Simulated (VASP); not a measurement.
Set up this calculation in VASP 6.6.1, as the native input.

```
Task                   : single point
Functional             : r2SCAN
Potentials or basis    : VASP PAW PBE potentials, release 64 (Ca_sv, S)
Cutoff                 : 550 eV
k mesh                 : 8 × 8 × 8
Occupations            : gaussian, width 0.05 eV
Spin                   : no spin polarisation
Dipole correction      : no
Further INCAR settings : ALGO = Normal; EDIFF = 1e-06; NBANDS = 15
```

The system is CaS.

```
Ca S
1.0
     0.00000    2.86564    2.86564
     2.86564    0.00000    2.86564
     2.86564    2.86564    0.00000
Ca S
1 1
Direct
  0.50000 0.50000 0.50000
  0.00000 0.00000 0.00000
```

This cell differs from its parent crystal: volume scaled by 1.02.

The input as run:

POSCAR

```
CaS
1.0
    0.0000000000      2.8656402591      2.8656402591
    2.8656402591      0.0000000000      2.8656402591
    2.8656402591      2.8656402591      0.0000000000
Ca S
1 1
Direct
    0.5000000000      0.5000000000      0.5000000000
    0.0000000000      0.0000000000      0.0000000000
```

INCAR.step1

```
PREC = Accurate
ENCUT = 550
ISMEAR = 0
SIGMA = 0.05
LREAL = False
LASPH = True
NELM = 120
NBANDS = 15
GGA = PE
ALGO = Normal
EDIFF = 1E-5
LWAVE = True
LCHARG = False
GGA_COMPAT = False
```

INCAR.step2

```
PREC = Accurate
ENCUT = 550
EDIFF = 1E-6
ISMEAR = 0
SIGMA = 0.05
LREAL = False
LASPH = True
NELM = 120
ALGO = Normal
ISIF = 2
LWAVE = False
LCHARG = False
METAGGA = R2SCAN
LMIXTAU = True
NBANDS = 15
ISTART = 1
GGA_COMPAT = False
```

KPOINTS

```
Automatic mesh
0
Gamma
  8 8 8
```

Potentials or basis: VASP PAW PBE potentials, release 64 (Ca_sv, S).

The run is started by

```bash
$ cat potpaw_PBE.64/Ca_sv/POTCAR potpaw_PBE.64/S/POTCAR > POTCAR
$ cp INCAR.step1 INCAR
$ mpirun -np 1 vasp_std > vasp.out
$ cp INCAR.step2 INCAR
$ mpirun -np 1 vasp_std > vasp.out
```

Results of the run:

```yaml
Pressure: -0.8 GPa
Band_gap_on_the_k_mesh: 2.85 eV, indirect (least direct gap 3.66 eV)
```

Caveat: the PAW data sets were made with another functional, which shifts forces and pressure a little.

It took 40 s on 1 thread of Intel(R) Xeon(R) 6975P-C (Granite Rapids), on a shared host, peak memory 0.19 GiB.
